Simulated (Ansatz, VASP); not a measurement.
Two plane-wave programs on Na16Li

```
CELL_PARAMETERS angstrom
8.46000 0.00000 0.00000
0.00000 8.46000 0.00000
0.00000 0.00000 8.46000
ATOMIC_POSITIONS crystal
Na 0.03116 0.99711 0.04035
Na 0.46070 0.99691 0.99043
Na 0.01108 0.50563 0.98433
Na 0.98088 0.00319 0.46807
Na 0.24141 0.30189 0.23027
Na 0.47705 0.50429 0.95316
Na 0.57363 0.99978 0.58597
Na 0.69242 0.23256 0.24538
Na 0.97355 0.49405 0.49365
Na 0.24546 0.70329 0.24626
Na 0.23520 0.22319 0.71422
Na 0.49562 0.49053 0.52171
Na 0.69412 0.76456 0.25027
Na 0.78236 0.23898 0.79294
Na 0.23644 0.77557 0.70621
Na 0.78260 0.75987 0.78636
Li 0.33836 0.00880 0.35809
```

Alike in both runs: functional PBE; k mesh 2 × 2 × 2; occupations gaussian, width 0.05 eV; no spin polarisation.

Ansatz relaxed the structure, and its values are those at the end. VASP's run is a single point on that final structure, the one shown.

|  | VASP | Ansatz |
| --- | --- | --- |
| version | VASP 6.6.1 | Ansatz 0.2.0 |
| potentials or method | VASP PAW PBE potentials, release 64 (Na_pv, Li_sv), cutoff 520 eV | scalar-relativistic, plane waves, PAW |
| valence electrons in the cell | 115 | 147 |

|  | VASP | Ansatz | Ansatz less VASP |
| --- | --- | --- | --- |
| rms of the force components (eV/Å) | 0.008 | 0.008 | -0.0002 |

The functional is the same, so the differences come from potentials, cutoffs and numerics. VASP's potentials hold 115 valence electrons a cell and Ansatz's 147, so a difference there can come from the potentials and not from the codes.

The k mesh is coarse, so the values compare programs but aren't converged. Noted on VASP's run: the cutoff is under 1.25 times that of the potentials, so the pressure is a little rough.
